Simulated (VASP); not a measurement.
Wanted: the native input for a VASP 6.6.1 run.

```yaml
Task: single point
Functional: PBE
Potentials_or_basis: VASP PAW PBE potentials, release 64 (Sc_sv, Si, F)
Cutoff: 600 eV
k_mesh: 4 × 4 × 4
Occupations: gaussian, width 0.1 eV
Spin: collinear spin
Starting_moments: "[0.0, 0.0, 0.0, 1.0, 1.0] μB"
Dipole_correction: no
Further_INCAR_settings: ALGO = Normal; EDIFF = 1e-06; NBANDS = 32
```

The structure of Sc2SiF2 lies in POSCAR:

```
Sc2SiF2
1.0
    4.3268166600      0.0000000000      0.0000000000
    0.0000000000      4.3268166600      0.0000000000
    0.0000000000      0.0000000000      4.1299409900
Sc Si F
2 1 2
Direct
    0.5000000000      0.0000000000      0.1837432200
    0.0000000000      0.5000000000      0.1837432200
    0.0000000000      0.0000000000      0.6494142900
    0.5000000000      0.0000000000      0.6769339300
    0.0000000000      0.5000000000      0.6769339300
```

The cell was built from a structure type or drawn by symmetry, and may not be a known phase.

These files were run (other wordings do the same):

INCAR

```
  ALGO = Normal
  EDIFF = 1E-6
  ENCUT = 600
  GGA = PE
  GGA_COMPAT = False
  ISIF = 2
  ISMEAR = 0
  ISPIN = 2
  LASPH = True
  LCHARG = False
  LMAXMIX = 4
  LORBIT = 11
  LREAL = False
  LWAVE = False
  MAGMOM = 0 0 0 1 1
  NBANDS = 32
  NELM = 200
  PREC = Accurate
  SIGMA = 0.1
```

KPOINTS

```
k-points
0
Gamma
  4 4 4
```

Potentials or basis: VASP PAW PBE potentials, release 64 (Sc_sv, Si, F).

Command:

```sh
$ cat potpaw_PBE.64/Sc_sv/POTCAR potpaw_PBE.64/Si/POTCAR potpaw_PBE.64/F/POTCAR > POTCAR
$ mpirun -np 1 vasp_std > vasp.out
```

Results of the run:

* Pressure: 15.1 GPa
* Largest force: 0.365 eV/Å
* Band gap on the k mesh: zero (filled and empty bands overlap)
* Net moment: 0.00 μB per cell
* Valence electrons inside the program's atomic spheres: Sc 9.57; Si 1.58; F 6.12

Caveat: the k points lie up to 0.38 Å⁻¹ apart.

Run time: 63 s on 1 thread of AMD EPYC 9R45 96-Core Processor (Zen 5) (shared host), peak memory 0.26 GiB.
